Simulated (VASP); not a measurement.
# W in VASP: a series of runs

Runs on W. Level: PBEsol. Tasks: single point.

Program: VASP 6.6.1. These are calculated values, not measurements. Logs are shortened: lines on timing, memory, paths and dates and some standing lists are left out, and cuts for length are marked.

**1. The cell of the first run**

The cell holds a slab with vacuum, 3 atoms: a = 2.732 Å, b = 2.732 Å, c = 18.461 Å, α = 90.00°, β = 90.00°, γ = 109.47°.

**2. Single point, PBEsol**

INCAR reads:

```
SYSTEM = W
PREC = Accurate
ENCUT = 520
EDIFF = 1E-6
ISMEAR = 0
SIGMA = 0.1
LREAL = .FALSE.
LASPH = .TRUE.
NELM = 80
ALGO = Normal
ISIF = 2
LWAVE = .FALSE.
LCHARG = .TRUE.
LDIPOL = .TRUE.
IDIPOL = 3
DIPOL = 0.5 0.5 0.496
GGA = PS
LELF = .TRUE.
LVHAR = .TRUE.
LVACPOTAV = .TRUE.
NBANDS = 28
```

KPOINTS reads:

```
Automatic mesh
0
G
  11 11 1
  0 0 0
```

POSCAR reads:

```
W
1.0
    2.7317561349      0.0000000000      0.0000000000
   -0.9105853783      2.5755243833      0.0000000000
    0.0000000000      0.0000000000     18.4609390881
W
3
Direct
    0.5000000000      0.5000000000      0.3791789771
    0.0000000000      0.0000000000      0.4960719286
    0.5000000000      0.5000000000      0.6129620297
```

Potentials or basis: VASP PAW PBE potentials, release 64 (W_sv).

The run is started by

```console
$ cat potpaw_PBE.64/W_sv/POTCAR > POTCAR
$ mpirun -np 1 vasp_std > vasp.out
```

OUTCAR:

```text
SYSTEM = W
   PREC = Accurate
   ENCUT = 520
   EDIFF = 1E-6
   ISMEAR = 0
   LREAL = .FALSE.
   LASPH = .TRUE.
   NELM = 80
   ISIF = 2
   GGA = PS

 ion  position               nearest neighbor table
   1  0.500  0.500  0.379-   2 2.67   2 2.67   2 3.10   2 3.10
   2  0.000  0.000  0.496-   3 2.67   3 2.67   1 2.67   1 2.67   3 3.10   3 3.10   1 3.10   1 3.10

   3  0.500  0.500  0.613-   2 2.67   2 2.67   2 3.10   2 3.10

  LATTYP: Found a base centered orthorhombic cell.
 ALAT       =     3.1543602796
 B/A-ratio  =     1.4142135624
 C/A-ratio  =     5.8525144408

  Lattice vectors:

 A1 = (   2.7317561349,   0.0000000000,   0.0000000000)
 A2 = (  -0.9105853783,   2.5755243833,   0.0000000000)
 A3 = (   0.0000000000,   0.0000000000,  18.4609390881)

Analysis of symmetry for initial positions (statically):
=====================================================================
 Subroutine PRICEL returns:
 Original cell was already a primitive cell.

 Routine SETGRP: Setting up the symmetry group for a
 base centered orthorhombic supercell.

 Subroutine GETGRP returns: Found  8 space group operations
 (whereof  4 operations were pure point group operations)
 out of a pool of  8 trial point group operations.

The static configuration has the point symmetry C_2v.
 The point group associated with its full space group is D_2h.

Analysis of symmetry for dynamics (positions and initial velocities):
=====================================================================
 Subroutine PRICEL returns:
 Original cell was already a primitive cell.

 Routine SETGRP: Setting up the symmetry group for a
 base centered orthorhombic supercell.

 Subroutine GETGRP returns: Found  8 space group operations
 (whereof  4 operations were pure point group operations)
 out of a pool of  8 trial point group operations.

The dynamic configuration has the point symmetry C_2v.
 The point group associated with its full space group is D_2h.

 Subroutine INISYM returns: Found  8 space group operations
 (whereof  4 operations are pure point group operations),
 and found     1 'primitive' translations

----------------------------------------------------------------------------------------

                                     Primitive cell

  volume of cell :     129.8857

  direct lattice vectors                    reciprocal lattice vectors
     2.731756135  0.000000000  0.000000000     0.366064887  0.129423482  0.000000000
    -0.910585378  2.575524383  0.000000000     0.000000000  0.388270446  0.000000000
     0.000000000  0.000000000 18.460939088     0.000000000  0.000000000  0.054168425

  length of vectors
     2.731756135  2.731756135 18.460939088     0.388270446  0.388270446  0.054168425

  position of ions in fractional coordinates (direct lattice)
     0.500000000  0.500000000  0.379178977
     0.000000000  0.000000000  0.496071929
     0.500000000  0.500000000  0.612962030

  ion indices of the primitive-cell ions
   primitive index   ion index
                 1           1
                 2           2
                 3           3

----------------------------------------------------------------------------------------

 KPOINTS: Automatic mesh

Automatic generation of k-mesh.
 Grid dimensions read from file:
 generate k-points for:   11   11    1

 Generating k-lattice:

  Cartesian coordinates                     Fractional coordinates (reciprocal lattice)
     0.033278626  0.011765771  0.000000000     0.090909091  0.000000000  0.000000000
     0.000000000  0.035297313  0.000000000     0.000000000  0.090909091  0.000000000
     0.000000000  0.000000000  0.054168425     0.000000000  0.000000000  1.000000000

  Length of vectors
     0.035297313  0.035297313  0.054168425

  Shift w.r.t. Gamma in fractional coordinates (k-lattice)
     0.000000000  0.000000000  0.000000000

 Subroutine IBZKPT returns following result:
 ===========================================

 Found     36 irreducible k-points:

 Following reciprocal coordinates:
            Coordinates               Weight
  0.000000  0.000000  0.000000      1.000000
  0.090909 -0.000000  0.000000      4.000000
  0.181818 -0.000000  0.000000      4.000000
  0.272727  0.000000  0.000000      4.000000
  0.363636  0.000000  0.000000      4.000000
  0.454545  0.000000  0.000000      4.000000
[... 16 lines left out ...]
 -0.272727  0.181818  0.000000      4.000000
 -0.181818  0.181818  0.000000      2.000000
 [... further k-points ...]
   k-points           NKPTS =     36   k-points in BZ     NKDIM =     36   number of bands    NBANDS=     28
   number of dos      NEDOS =    301   number of ions     NIONS =      3
   total plane-waves  NPLWV =  56000
   dimension x,y,z NGX =    20 NGY =   20 NGZ =  140
   dimension x,y,z NGXF=    40 NGYF=   40 NGZF=  280
   ions per type =               3
   NGX,Y,Z   is equivalent  to a cutoff of  12.17, 12.17, 12.61 a.u.
   NGXF,Y,Z  is equivalent  to a cutoff of  24.34, 24.34, 25.21 a.u.
 SYSTEM =  W
   PREC   = accura    normal or accurate (medium, high low for compatibility)
   ISTART =      0    job   : 0-new  1-cont  2-samecut
   ICHARG =      2    charge: 1-file 2-atom 10-const
   ISPIN  =      1    spin polarized calculation?
   LNONCOLLINEAR =      F non collinear calculations
   LSORBIT =      F    spin-orbit coupling
   LASPH  =      T    aspherical Exc in radial PAW
   ENCUT  =  520.0 eV  38.22 Ry    6.18 a.u.   5.08  5.08 34.33*2*pi/ulx,y,z
   NELM   =     80;   NELMIN=  2; NELMDL= -5     # of ELM steps
   EDIFF  = 0.1E-05   stopping-criterion for ELM
   LREAL  =      F    real-space projection
   EDIFFG = 0.1E-04   stopping-criterion for IOM
   NSW    =      0    number of steps for IOM
   IBRION =     -1    ionic relax: 0-MD 1-quasi-New 2-CG
   NFREE  =      0    steps in history (QN), initial steepest desc. (CG)
   ISIF   =      2    stress and relaxation
   ISYM   =      2    0-nonsym 1-usesym 2-fastsym
   POTIM  = 0.5000    time-step for ionic-motion
   TEBEG  =    0.0;   TEEND  =   0.0 temperature during run
   PSTRESS=    0.0 pullay stress
   NELECT =      42.0000    total number of electrons
   NUPDOWN=      -1.0000    fix difference up-down
   EMIN   =  10.00;   EMAX   =-10.00  energy-range for DOS
   EFERMI =   0.00;   METHOD = LEGACY
   ISMEAR =     0;   SIGMA  =   0.10  broadening in eV -4-tet -1-fermi 0-gaus
   EFERMI_NEDOS =   21; number of points for ismear=-14 and -15
   IALGO  =     38    algorithm
   IMIX   =      4    mixing-type and parameters
     AMIX     =   0.40;   BMIX     =  1.00
     AMIX_MAG =   1.60;   BMIX_MAG =  1.00
  volume/ion in A,a.u.               =      43.30       292.17
  Fermi-wavevector in a.u.,A,eV,Ry     =   1.123667  2.123422 17.179078  1.262627
  Thomas-Fermi vector in A             =   2.260334
   LORBIT       =      0    0 simple, 1 ext, 2 COOP (PROOUT), +10 PAW based schemes
   GGA     = PS    functional components
   LHFCALC =     F    Hartree Fock is set to
   AEXX    =    0.0000 exact exchange contribution
   IVDW    =     0    specifies the selected vdW correction
   LEPSILON=     F    determine dielectric tensor
   LRPA    =     F    only Hartree local field effects (RPA)
 non-spin polarized calculation
 Gauss-broadening in eV      SIGMA  =   0.10
  energy-cutoff  :      520.00
  volume of cell :      129.89
 maximum number of plane-waves:      3546
   NGX = 11   NGY = 11   NGZ = 69

 dipolmoment           0.000000      0.000000     -0.000006 electrons x Angstroem

 number of electron      42.0000009 magnetization

 dipolmoment           0.000000      0.000000      0.000504 electrons x Angstroem

 Free energy of the ion-electron system (eV)
  ---------------------------------------------------
  ext. energy  EPLUGINS =         0.00000000
  ---------------------------------------------------
  free energy    TOTEN  =       -38.19631946 eV

  energy without entropy =      -38.18465262  energy(sigma->0) =      -38.19048604

 E-fermi :   0.9924     XC(G=0):  -6.1070

 val. band max:        0.9675606674   @ k =   0.4545   0.0000   0.0000
 cond. band min:       1.0039500262   @ k =  -0.4545   0.0909   0.0000
 fundamental gap:      0.0363893588
 Fermi energy:         0.9923565611

 k-point     1 :       0.0000    0.0000    0.0000
  band No.  band energies     occupation
      1     -73.0314      2.00000
      2     -72.8747      2.00000
      3     -72.8470      2.00000
      4     -37.8134      2.00000
      5     -37.2723      2.00000
      6     -36.9854      2.00000
[... 20 lines left out ...]
     27       3.3733      0.00000
     28       3.5871      0.00000

 k-point     2 :       0.0909   -0.0000    0.0000
  band No.  band energies     occupation
      1     -73.0239      2.00000
      2     -72.8693      2.00000
      3     -72.8432      2.00000
      4     -37.7892      2.00000
      5     -37.3071      2.00000
      6     -36.9823      2.00000
[... 20 lines left out ...]
     27       3.4738      0.00000
     28       3.7642      0.00000

 k-point     3 :       0.1818   -0.0000    0.0000
  band No.  band energies     occupation
      1     -73.0037      2.00000
      2     -72.8546      2.00000
      3     -72.8335      2.00000
      4     -37.7249      2.00000
      5     -37.4206      2.00000
      6     -36.9984      2.00000
[... 20 lines left out ...]
     27       3.3719      0.00000
     28       4.0415      0.00000

 k-point     4 :       0.2727    0.0000    0.0000
  band No.  band energies     occupation
      1     -72.9766      2.00000
      2     -72.8355      2.00000
      3     -72.8211      2.00000
      4     -37.6525      2.00000
      5     -37.6109      2.00000
      6     -37.1241      2.00000
[... 578 lines left out ...]
     27       4.5997      0.00000
     28       4.7741      0.00000

 k-point    23 :      -0.2727    0.1818    0.0000
  band No.  band energies     occupation
      1     -72.9711      2.00000
      2     -72.8221      2.00000
      3     -72.8003      2.00000
      4     -37.6592      2.00000
      5     -37.4262      2.00000
      6     -37.1474      2.00000
[... 20 lines left out ...]
     27       3.1323      0.00000
     28       4.2783      0.00000

 k-point    24 :      -0.1818    0.1818    0.0000
  band No.  band energies     occupation
      1     -72.9921      2.00000
      2     -72.8396      2.00000
      3     -72.8149      2.00000
      4     -37.7149      2.00000
      5     -37.2607      2.00000
      6     -37.1342      2.00000
[... 20 lines left out ...]
     27       2.6303      0.00000
     28       4.1461      0.00000

 [... further k-points ...]
[... 5 lines left out ...]
  --------------------------------------------------------------------------------------
  -------------------------------------------------------------------------------------
  Total       -3.3041084     -3.7329595      0.1575443     -0.6064871      0.0000000      0.0000000
  in kB      -40.7571197    -46.0471207      1.9433541     -7.4811912      0.0000000      0.0000000
  external PRESSURE =     -28.2869621 kB  Pullay stress =       0.0000000 kB

 VOLUME and BASIS-vectors are now :
 -----------------------------------------------------------------------------
  energy-cutoff  :      520.00
  volume of cell :      129.89
      direct lattice vectors                 reciprocal lattice vectors
     2.731756135  0.000000000  0.000000000     0.366064887  0.129423482  0.000000000
    -0.910585378  2.575524383  0.000000000     0.000000000  0.388270446  0.000000000
     0.000000000  0.000000000 18.460939088     0.000000000  0.000000000  0.054168425

 POSITION                                       TOTAL-FORCE (eV/Angst)
 -----------------------------------------------------------------------------------
      0.91059      1.28776      7.00000         0.000000      0.000000     -0.043802
      0.00000      0.00000      9.15795        -0.000000      0.000000      0.000000
      0.91059      1.28776     11.31585        -0.000000      0.000000      0.043802
 -----------------------------------------------------------------------------------
    total drift:                               -0.000000     -0.000000      0.132565

  FREE ENERGIE OF THE ION-ELECTRON SYSTEM (eV)
  ---------------------------------------------------
  free  energy   TOTEN  =       -38.1963194576 eV

  energy  without entropy=      -38.1846526216  energy(sigma->0) =      -38.19048604

 vacuum level on the upper side and lower side of the slab         6.012         5.999
```

Run time: 2.2 min. Hardware: 1 thread of Intel Xeon Platinum 8259CL at 2.50GHz (Skylake/Cascade Lake), shared host; peak memory 0.28 GiB.

Results:

* Free energy: -38.1963 eV
* Largest force: 0.044 eV/Å
* Band gap on the k mesh: zero (band 21 reaches 2.14 eV, above the bottom of band 22 at 0.27 eV)

Forces in eV/Å, atoms in the order of the input:
```
W    0.000  0.000 -0.044
W    0.000  0.000  0.000
W    0.000  0.000  0.044
```

Caveat: the PAW data sets were made with another functional, which shifts forces and pressure a little; spin-orbit coupling is left out, which moves the levels of the heavy elements.

**3. Single point, PBEsol**

This run uses another cell than the first one, of 49.99 Å³/atom, 1.155 times its volume.

INCAR reads:

```
  PREC = Accurate
  ENCUT = 520
  EDIFF = 1E-6
  ISMEAR = 0
  SIGMA = 0.1
  LREAL = False
  LASPH = True
  NELM = 60
  ALGO = Normal
  ISIF = 2
  LWAVE = False
  LCHARG = False
  LDIPOL = True
  IDIPOL = 3
  DIPOL = 0.5 0.5 0.289
  GGA = PS
  NBANDS = 28
```

KPOINTS reads:

```
Automatic mesh
0
Gamma
  10 10 1
```

POSCAR reads:

```
W
1.0
    2.7317561349      0.0000000000      0.0000000000
   -0.9105853783      2.5755243833      0.0000000000
    0.0000000000      0.0000000000     21.3158546942
W
3
Direct
    0.5000000000      0.5000000000      0.1876537468
    0.0000000000      0.0000000000      0.2888907691
    0.5000000000      0.5000000000      0.3901253228
```

Potentials or basis: VASP PAW PBE potentials, release 64 (W_sv).

The run is started by

```console
$ cat potpaw_PBE.64/W_sv/POTCAR > POTCAR
$ mpirun -np 1 vasp_std > vasp.out
```

Run time: 2.2 min. Hardware: 1 thread of Intel Xeon Platinum 8259CL at 2.50GHz (Skylake/Cascade Lake), shared host; peak memory 0.29 GiB.

The run converged. Its results:

| Property | Result |
| --- | --- |
| Free energy | -38.1838 eV |
| Largest force | 0.020 eV/Å |
| Band gap on the k mesh | zero (band 21 reaches 1.74 eV, above the bottom of band 22 at -0.54 eV) |

Forces in eV/Å, atoms in the order of the input:
```
W    0.000  0.000 -0.020
W    0.000  0.000  0.000
W    0.000  0.000  0.020
```

Levels at points of the mesh, in eV from the Fermi level:
```csv
k point,band 17,band 18,band 19,band 20,band 21,band 22,band 23,band 24,band 25,band 26
"(0.00, 0.00, 0.00)",-2.13,-1.51,-1.31,-1.09,-0.66,-0.60,0.81,1.83,2.11,2.11
"(0.50, 0.00, 0.00)",-3.10,-2.69,-1.51,0.04,1.49,1.54,2.27,2.30,2.62,3.47
"(0.50, 0.50, 0.00)",-3.05,-2.91,-0.04,0.41,0.75,1.64,2.41,3.31,3.69,5.37
```

Caveat: the PAW data sets were made with another functional, which shifts forces and pressure a little; spin-orbit coupling is left out, which moves the levels of the heavy elements.
